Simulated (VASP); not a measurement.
# Sb (R-3m) in VASP: notebook

Sb is run at these levels: PBEsol; tasks: single point.

All numbers are computed with VASP 6.6.1; they aren't measurements. Logs are shortened: lines on timing, memory, paths and dates and some standing lists are left out, and cuts for length are marked.

## (1) The cell of the first run

Symmetry: R-3m, No. 166, trigonal system. Conventional cell: a = 4.190 Å, b = 4.190 Å, c = 10.965 Å, α = 90.00°, β = 90.00°, γ = 120.00°. Sb (site symmetry 3m) has 6 Sb at 2.83 to 3.26 Å within 3.7 Å.

## (2) Single point, PBEsol

INCAR

```
  ALGO = Normal
  EDIFF = 1E-7
  ENCUT = 520
  GGA = PS
  ISIF = 2
  ISMEAR = 1
  LASPH = True
  LCHARG = False
  LREAL = False
  LWAVE = False
  NBANDS = 12
  NELM = 60
  PREC = Accurate
  SIGMA = 0.1
```

KPOINTS

```
k-points
0
Gamma
  8 8 8
```

POSCAR

```
Sb
1.0
    2.0951508494      1.2096379008      3.6549888089
   -2.0951508494      1.2096379008      3.6549888089
    0.0000000000     -2.4192758017      3.6549888089
Sb
2
Direct
    0.2334900000      0.2334900000      0.2334900000
    0.7665100000      0.7665100000      0.7665100000
```

Potentials or basis: VASP PAW PBE potentials, release 64 (Sb).

Launch:

```
$ cat potpaw_PBE.64/Sb/POTCAR > POTCAR
$ mpirun -np 1 vasp_std > vasp.out
```

OUTCAR:

```text
EDIFF = 1E-7
   ENCUT = 520
   GGA = PS
   ISIF = 2
   ISMEAR = 1
   LASPH = True
   LREAL = False
   NELM = 60
   PREC = Accurate

 ion  position               nearest neighbor table
   1  0.233  0.233  0.233-   2 2.83   2 2.83   2 2.83   2 3.26   2 3.26   2 3.26
   2  0.767  0.767  0.767-   1 2.83   1 2.83   1 2.83   1 3.26   1 3.26   1 3.26

  LATTYP: Found a trigonal (rhomboedric) cell.
 ALAT       =     4.3831294900
 COS(alpha) =     0.5430245193

  Lattice vectors:

 A1 = (   2.0951508494,   1.2096379008,   3.6549888089)
 A2 = (  -2.0951508494,   1.2096379008,   3.6549888089)
 A3 = (   0.0000000000,  -2.4192758017,   3.6549888089)

Analysis of symmetry for initial positions (statically):
=====================================================================
 Subroutine PRICEL returns:
 Original cell was already a primitive cell.

 Routine SETGRP: Setting up the symmetry group for a
 trigonal (rhombohedral) supercell.

 Subroutine GETGRP returns: Found 12 space group operations
 (whereof 12 operations were pure point group operations)
 out of a pool of 12 trial point group operations.

The static configuration has the point symmetry D_3d.

Analysis of symmetry for dynamics (positions and initial velocities):
=====================================================================
 Subroutine PRICEL returns:
 Original cell was already a primitive cell.

 Routine SETGRP: Setting up the symmetry group for a
 trigonal (rhombohedral) supercell.

 Subroutine GETGRP returns: Found 12 space group operations
 (whereof 12 operations were pure point group operations)
 out of a pool of 12 trial point group operations.

The dynamic configuration has the point symmetry D_3d.

 Subroutine INISYM returns: Found 12 space group operations
 (whereof 12 operations are pure point group operations),
 and found     1 'primitive' translations

----------------------------------------------------------------------------------------

                                     Primitive cell

  volume of cell :      55.5786

  direct lattice vectors                    reciprocal lattice vectors
     2.095150849  1.209637901  3.654988809     0.238646301  0.137782279  0.091199550
    -2.095150849  1.209637901  3.654988809    -0.238646301  0.137782279  0.091199550
     0.000000000 -2.419275802  3.654988809     0.000000000 -0.275564558  0.091199550

  length of vectors
     4.383129490  4.383129490  4.383131141     0.290264313  0.290264313  0.290263989

  position of ions in fractional coordinates (direct lattice)
     0.233490000  0.233490000  0.233490000
     0.766510000  0.766510000  0.766510000

  ion indices of the primitive-cell ions
   primitive index   ion index
                 1           1
                 2           2

----------------------------------------------------------------------------------------

 KPOINTS: k-points

Automatic generation of k-mesh.
 Grid dimensions read from file:
 generate k-points for:    8    8    8

 Generating k-lattice:

  Cartesian coordinates                     Fractional coordinates (reciprocal lattice)
     0.029830788  0.017222785  0.011399944     0.125000000  0.000000000  0.000000000
    -0.029830788  0.017222785  0.011399944     0.000000000  0.125000000  0.000000000
     0.000000000 -0.034445570  0.011399944     0.000000000  0.000000000  0.125000000

  Length of vectors
     0.036283039  0.036283039  0.036282999

  Shift w.r.t. Gamma in fractional coordinates (k-lattice)
     0.000000000  0.000000000  0.000000000

 Subroutine IBZKPT returns following result:
 ===========================================

 Found     65 irreducible k-points:

 Following reciprocal coordinates:
            Coordinates               Weight
  0.000000  0.000000  0.000000      1.000000
  0.125000  0.000000  0.000000      6.000000
  0.250000  0.000000  0.000000      6.000000
  0.375000  0.000000  0.000000      6.000000
  0.500000  0.000000  0.000000      3.000000
  0.125000  0.125000  0.000000      6.000000
[... 16 lines left out ...]
  0.250000  0.125000  0.125000      6.000000
  0.375000  0.125000  0.125000      6.000000
 [... further k-points ...]
   k-points           NKPTS =     65   k-points in BZ     NKDIM =     65   number of bands    NBANDS=     12
   number of dos      NEDOS =    301   number of ions     NIONS =      2
   total plane-waves  NPLWV =  46656
   dimension x,y,z NGX =    36 NGY =   36 NGZ =   36
   dimension x,y,z NGXF=    72 NGYF=   72 NGZF=   72
   ions per type =               2
   NGX,Y,Z   is equivalent  to a cutoff of  13.65, 13.65, 13.65 a.u.
   NGXF,Y,Z  is equivalent  to a cutoff of  27.31, 27.31, 27.31 a.u.
 SYSTEM =  unknown system
   PREC   = accura    normal or accurate (medium, high low for compatibility)
   ISTART =      0    job   : 0-new  1-cont  2-samecut
   ICHARG =      2    charge: 1-file 2-atom 10-const
   ISPIN  =      1    spin polarized calculation?
   LNONCOLLINEAR =      F non collinear calculations
   LSORBIT =      F    spin-orbit coupling
   LASPH  =      T    aspherical Exc in radial PAW
   ENCUT  =  520.0 eV  38.22 Ry    6.18 a.u.   8.15  8.15  8.15*2*pi/ulx,y,z
   NELM   =     60;   NELMIN=  2; NELMDL= -5     # of ELM steps
   EDIFF  = 0.1E-06   stopping-criterion for ELM
   LREAL  =      F    real-space projection
   EDIFFG = 0.1E-05   stopping-criterion for IOM
   NSW    =      0    number of steps for IOM
   IBRION =     -1    ionic relax: 0-MD 1-quasi-New 2-CG
   NFREE  =      0    steps in history (QN), initial steepest desc. (CG)
   ISIF   =      2    stress and relaxation
   ISYM   =      2    0-nonsym 1-usesym 2-fastsym
   POTIM  = 0.5000    time-step for ionic-motion
   TEBEG  =    0.0;   TEEND  =   0.0 temperature during run
   PSTRESS=    0.0 pullay stress
   NELECT =      10.0000    total number of electrons
   NUPDOWN=      -1.0000    fix difference up-down
   EMIN   =  10.00;   EMAX   =-10.00  energy-range for DOS
   EFERMI =   0.00;   METHOD = LEGACY
   ISMEAR =     1;   SIGMA  =   0.10  broadening in eV -4-tet -1-fermi 0-gaus
   EFERMI_NEDOS =   21; number of points for ismear=-14 and -15
   IALGO  =     38    algorithm
   IMIX   =      4    mixing-type and parameters
     AMIX     =   0.40;   BMIX     =  1.00
     AMIX_MAG =   1.60;   BMIX_MAG =  1.00
  volume/ion in A,a.u.               =      27.79       187.53
  Fermi-wavevector in a.u.,A,eV,Ry     =   0.924213  1.746510 11.621689  0.854170
  Thomas-Fermi vector in A             =   2.049934
   LORBIT       =      0    0 simple, 1 ext, 2 COOP (PROOUT), +10 PAW based schemes
   GGA     = PS    functional components
   LHFCALC =     F    Hartree Fock is set to
   AEXX    =    0.0000 exact exchange contribution
   IVDW    =     0    specifies the selected vdW correction
   LEPSILON=     F    determine dielectric tensor
   LRPA    =     F    only Hartree local field effects (RPA)
 non-spin polarized calculation
 Methfessel and Paxton  Order N= 1 SIGMA  =   0.10
  energy-cutoff  :      520.00
  volume of cell :       55.58
 maximum number of plane-waves:      1526
 NGX is ok and might be reduce to    36
   NGX = 17   NGY = 17   NGZ = 17

 number of electron      10.0000000 magnetization

 Free energy of the ion-electron system (eV)
  ---------------------------------------------------
  ext. energy  EPLUGINS =         0.00000000
  ---------------------------------------------------
  free energy    TOTEN  =        -9.02846439 eV

  energy without entropy =       -9.02808298  energy(sigma->0) =       -9.02833725

 E-fermi :   8.3293     XC(G=0): -10.0208

 val. band max:        8.3228556749   @ k =   0.3750   0.2500   0.2500
 cond. band min:       8.3874144443   @ k =   0.5000   0.0000   0.0000
 fundamental gap:      0.0645587695
 Fermi energy:         8.3293253641

 k-point     1 :       0.0000    0.0000    0.0000
  band No.  band energies     occupation
      1      -5.2028      2.00000
      2       3.8890      2.00000
      3       5.9483      2.00000
      4       6.2729      2.00000
      5       6.2729      2.00000
      6      10.3102     -0.00000
      7      11.0513      0.00000
      8      11.0513      0.00000
      9      13.2290      0.00000
     10      13.2291      0.00000
     11      13.4535      0.00000
     12      14.4757      0.00000

 k-point     2 :       0.1250    0.0000    0.0000
  band No.  band energies     occupation
      1      -5.0146      2.00000
      2       2.9130      2.00000
      3       5.9904      2.00000
      4       6.2221      2.00000
      5       6.7012      2.00000
      6      10.2509     -0.00000
      7      10.6027      0.00000
      8      10.6241      0.00000
      9      12.5958      0.00000
     10      13.1258      0.00000
     11      13.3002      0.00000
     12      15.7907      0.00000

 k-point     3 :       0.2500    0.0000    0.0000
  band No.  band energies     occupation
      1      -4.4545      2.00000
      2       1.1676      2.00000
      3       6.0082      2.00000
      4       6.1320      2.00000
      5       7.2169      2.00000
      6       9.5274     -0.00000
      7       9.6379     -0.00000
      8       9.7016     -0.00000
      9      13.0164      0.00000
     10      13.6736      0.00000
     11      14.2000      0.00000
     12      18.1695      0.00000
[... 286 lines left out ...]
 k-point    23 :       0.2500    0.1250    0.1250
  band No.  band energies     occupation
      1      -4.7600      2.00000
      2       1.9230      2.00000
      3       5.1515      2.00000
      4       6.6504      2.00000
      5       7.8445      2.00000
      6       9.4403     -0.00000
      7       9.4422     -0.00000
      8      11.2892      0.00000
      9      12.9170      0.00000
     10      13.3445      0.00000
     11      14.2310      0.00000
     12      15.8071      0.00000

 k-point    24 :       0.3750    0.1250    0.1250
  band No.  band energies     occupation
      1      -4.1078      2.00000
      2       0.5599      2.00000
      3       4.4836      2.00000
      4       6.5456      2.00000
      5       8.3119      1.29052
      6       8.5955     -0.00109
      7       8.8543     -0.00000
      8      11.4514      0.00000
      9      13.1419      0.00000
     10      14.1082      0.00000
     11      15.4278      0.00000
     12      17.4261      0.00000

 [... further k-points ...]

------------------------ aborting loop because EDIFF is reached ----------------------------------------

  FORCE on cell =-STRESS in cart. coord.  units (eV):
  Direction    XX          YY          ZZ          XY          YZ          ZX
  --------------------------------------------------------------------------------------
  -------------------------------------------------------------------------------------
  Total        2.3558450      2.3558528      1.7046013      0.0000000     -0.0000000      0.0000000
  in kB       67.9124363     67.9126602     49.1388993      0.0000000     -0.0000000      0.0000000
  external PRESSURE =      61.6546653 kB  Pullay stress =       0.0000000 kB

 VOLUME and BASIS-vectors are now :
 -----------------------------------------------------------------------------
  energy-cutoff  :      520.00
  volume of cell :       55.58
      direct lattice vectors                 reciprocal lattice vectors
     2.095150849  1.209637901  3.654988809     0.238646301  0.137782279  0.091199550
    -2.095150849  1.209637901  3.654988809    -0.238646301  0.137782279  0.091199550
     0.000000000 -2.419275802  3.654988809     0.000000000 -0.275564558  0.091199550

 POSITION                                       TOTAL-FORCE (eV/Angst)
 -----------------------------------------------------------------------------------
      0.00000     -0.00000      2.56021         0.000000     -0.000000      0.652588
      0.00000     -0.00000      8.40476         0.000000      0.000000     -0.652588
 -----------------------------------------------------------------------------------
    total drift:                                0.000000     -0.000000     -0.000000

  FREE ENERGIE OF THE ION-ELECTRON SYSTEM (eV)
  ---------------------------------------------------
  free  energy   TOTEN  =        -9.0284643871 eV

  energy  without entropy=       -9.0280829840  energy(sigma->0) =       -9.02833725
```

Wall time 53 s (1 thread of Intel Xeon 8259CL, shared host); peak memory 0.21 GiB.

Results:

| Item | Value |
| --- | --- |
| Free energy | -9.0285 eV |
| Pressure | 6.2 GPa |
| Largest force | 0.653 eV/Å |
| Band gap on the k mesh | zero (bands 5 and 6 overlap by 0.30 eV) |

Forces in eV/Å, atoms in the order of the input:
```
Sb   0.000  0.000  0.653
Sb   0.000  0.000 -0.653
```

Caveat: the cell stands under pressure; the PAW data sets were made with another functional, which shifts forces and pressure a little; spin-orbit coupling is left out, which moves the levels of the heavy elements.

## (3) Single point, PBEsol

This run uses another cell than the first one, of 29.00 Å³/atom.

INCAR

```
SYSTEM = Sb
PREC = Accurate ; ENCUT = 520
EDIFF = 1E-6 ; ISMEAR = 1
SIGMA = 0.1 ; LREAL = .FALSE.
LASPH = .TRUE. ; NELM = 80
ALGO = Normal ; ISIF = 2
LWAVE = .FALSE. ; LCHARG = .TRUE.
GGA = PS ; LELF = .TRUE.
LVHAR = .TRUE. ; NBANDS = 12
```

KPOINTS

```
Automatic mesh
0
G
  8 8 8
  0 0 0
```

POSCAR

```
Sb
1.0
    2.1250856202      1.2269207773      3.7072099901
   -2.1250856202      1.2269207773      3.7072099901
    0.0000000000     -2.4538415546      3.7072099901
Sb
2
Direct
    0.2334900000      0.2334900000      0.2334900000
    0.7665100000      0.7665100000      0.7665100000
```

Potentials or basis: VASP PAW PBE potentials, release 64 (Sb).

Launch:

```
$ cat potpaw_PBE.64/Sb/POTCAR > POTCAR
$ mpirun -np 1 vasp_std > vasp.out
```

Run time: 54 s. Hardware: 1 thread of Intel Xeon 8259CL, shared host; peak memory 0.22 GiB.

Results (log left out):

```
Free energy            : -9.0954 eV
Pressure               : 2.8 GPa
Largest force          : 0.382 eV/Å
Band gap on the k mesh : zero (bands 5 and 6 overlap by 0.30 eV)
```

Forces on the atoms (eV/Å):
```
Sb   0.000  0.000  0.382
Sb   0.000  0.000 -0.382
```

Stress tensor (GPa, compression positive):
```
3.27 0.00 0.00
0.00 3.27 0.00
0.00 0.00 2.01
```

Levels at points of the mesh, in eV from the Fermi level:
| k point | band 2 | band 3 | band 4 | band 5 | band 6 | band 7 | band 8 | band 9 |
| --- | --- | --- | --- | --- | --- | --- | --- | --- |
| (0.00, 0.00, 0.00) | -4.68 | -2.26 | -1.96 | -1.96 | 1.98 | 2.67 | 2.67 | 4.94 |
| (0.50, 0.00, 0.00) | -9.93 | -2.13 | -2.00 | -0.39 | -0.32 | 0.06 | 0.37 | 7.46 |
| (0.50, 0.50, 0.00) | -8.17 | -5.77 | -4.04 | -3.94 | 1.24 | 5.08 | 5.63 | 7.22 |
| (0.50, 0.50, 0.50) | -9.26 | -1.47 | -1.47 | -0.55 | -0.01 | -0.01 | 1.12 | 6.93 |

Caveat: the PAW data sets were made with another functional, which shifts forces and pressure a little; spin-orbit coupling is left out, which moves the levels of the heavy elements.

(Continued in part 2 of 2.)
